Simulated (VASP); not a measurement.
Runs of VASP 6.6.1 on AlNi. The structure is that of space group Pm-3m (No. 221), or close to it. The cells are those of the table. 

```csv
task,cell,k mesh,cutoff (eV),smearing,gap on the mesh (eV),pressure (GPa)
single point,"a = 2.871, b = 2.871, c = 2.841 Å, 2 atoms",14 × 14 × 14,600,gaussian 0.1 eV,none,(a)
single point,"a = 2.851, b = 2.851, c = 2.898 Å, 2 atoms",14 × 14 × 14,600,gaussian 0.1 eV,none,-0.8
relaxation of shape and atoms at fixed volume,"relaxed from a = 2.881, b = 2.881, c = 2.884 Å, 2 atoms",16 × 16 × 14,600,fermi-dirac 0.15 eV,none,-3.0
single point,"a = 2.873, b = 2.873, c = 2.812 Å, 2 atoms",14 × 14 × 14,600,gaussian 0.1 eV,none,2.0
single point,"a = 2.880, b = 2.880, c = 2.783 Å, 2 atoms",14 × 14 × 14,600,gaussian 0.1 eV,none,(b)
single point,"a = 2.843, b = 2.843, c = 2.846 Å, 2 atoms",16 × 16 × 14,520,fermi-dirac 0.15 eV,none,(c)
relaxation of cell and atoms,"relaxed to 3 GPa from a = 2.862, b = 2.862, c = 2.865 Å, 2 atoms",16 × 16 × 14,600,fermi-dirac 0.15 eV,none,3.0
single point,"a = 2.895, b = 2.895, c = 2.783 Å, 2 atoms",14 × 14 × 14,600,gaussian 0.1 eV,none,1.0
single point,"a = 2.848, b = 2.848, c = 2.898 Å, 2 atoms",14 × 14 × 14,600,gaussian 0.1 eV,none,-0.3
single point,"a = 2.837, b = 2.837, c = 2.927 Å, 2 atoms",14 × 14 × 14,600,gaussian 0.1 eV,none,-0.7
single point,"a = 2.883, b = 2.883, c = 2.812 Å, 2 atoms",14 × 14 × 14,600,gaussian 0.1 eV,none,0.6
single point,"a = 2.847, b = 2.847, c = 2.849 Å, 2 atoms",16 × 16 × 14,520,fermi-dirac 0.15 eV,none,3.1
```

Alike in all rows: level PBEsol; potentials or basis VASP PAW PBE potentials, release 64 (Al, Ni); no spin polarisation.

Fill in the values left out.

(a) 0.4; (b) 2.9; (c) 3.6.

Caveats: the PAW data sets were made with another functional, which shifts forces and pressure a little; the cell stands under pressure (at least some runs); the relaxation stopped at its first step, so nothing moved (at least some runs); the cell is relaxed towards a set pressure, so the run minimises the enthalpy, not the energy (at least some runs).

A gap of «none» marks levels without a gap at the run's occupations.
